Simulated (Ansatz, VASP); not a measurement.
# Two plane-wave programs on CoSi2

INCAR

```
SYSTEM = CoSi2
PREC     = Accurate       ! precision mode
ENCUT    = 520            ! plane-wave cutoff, eV
EDIFF    = 1E-6           ! SCF threshold, eV
ISMEAR   = 0              ! smearing method
SIGMA    = 0.05           ! smearing width, eV
LREAL    = .False.        ! projectors in reciprocal space
LASPH    = .True.         ! aspherical terms in the spheres
NELM     = 150            ! most SCF steps
ALGO     = Normal         ! electronic algorithm
ISIF     = 2              ! what is computed and relaxed
LWAVE    = .False.        ! write WAVECAR
LCHARG   = .True.         ! write CHGCAR
ISPIN    = 2              ! spin polarisation
MAGMOM   = 0.05 0 0       ! initial moments
LORBIT   = 11             ! projections on sites
LMAXMIX  = 4              ! l up to which the mixer works
GGA      = RE             ! functional
LELF     = .True.         ! ELF
LVHAR    = .True.       
NBANDS   = 20             ! bands
```

The input KPOINTS:

```
regular mesh
0
Gamma
  8 8 8
  0 0 0
```

Contents of POSCAR:

```
CoSi2
1.0
    0.0000000000      2.6907500937      2.6907500937
    2.6907500937      0.0000000000      2.6907500937
    2.6907500937      2.6907500937      0.0000000000
Co Si
1 2
Direct
    0.0000000000      0.0000000000      0.0000000000
    0.2500000000      0.2500000000      0.2500000000
    0.7500000000      0.7500000000      0.7500000000
```

Input for Ansatz:

```yaml
crystal:
  lattice:
    - [0.0, 2.6907500937, 2.6907500937]
    - [2.6907500937, 0.0, 2.6907500937]
    - [2.6907500937, 2.6907500937, 0.0]
  atoms:
    - { symbol: Co, position: [0.0, 0.0, 0.0], spin: 0.05 }
    - { symbol: Si, position: [0.25, 0.25, 0.25] }
    - { symbol: Si, position: [0.75, 0.75, 0.75] }
basis:
  ecutwfc: 420
  ecutrho_ratio: 4
kpoints:
  mp_grid: { grid: [8, 8, 8] }
hamiltonian:
  xc: revpbe
scf:
  occupations: { method: gaussian, width: 0.05 }
output:
  forces: true
  stress: true
  eigenvalues: true
  populations: true
magnetization:
  spin_polarized: true
```

Alike in both runs: task single point; functional revPBE; k mesh 8 × 8 × 8; occupations gaussian, width 0.05 eV; collinear spin.

```csv
,VASP,Ansatz
version,VASP 6.6.1,Ansatz 0.2.0
potentials or method,"VASP PAW PBE potentials, release 64 (Co, Si), cutoff 520 eV","scalar-relativistic, plane waves, PAW"
valence electrons in the cell,17,25
```

|  | VASP | Ansatz | Ansatz less VASP |
| --- | --- | --- | --- |
| gap on the k mesh at the Fermi level (eV) | none | none | - |
| pressure (GPa) | -0.5 | 0.0 | +0.47 |
| net moment per atom (μB) | 0.00 | 0.00 | 0.000 |

VASP's potentials were made for PBE, not for revPBE. A gap of «none» marks a metal or a gap that the smearing closes. VASP's potentials hold 17 valence electrons a cell and Ansatz's 25, so a difference there can come from the potentials and not from the codes. Ansatz's warnings: seeded moment not kept.
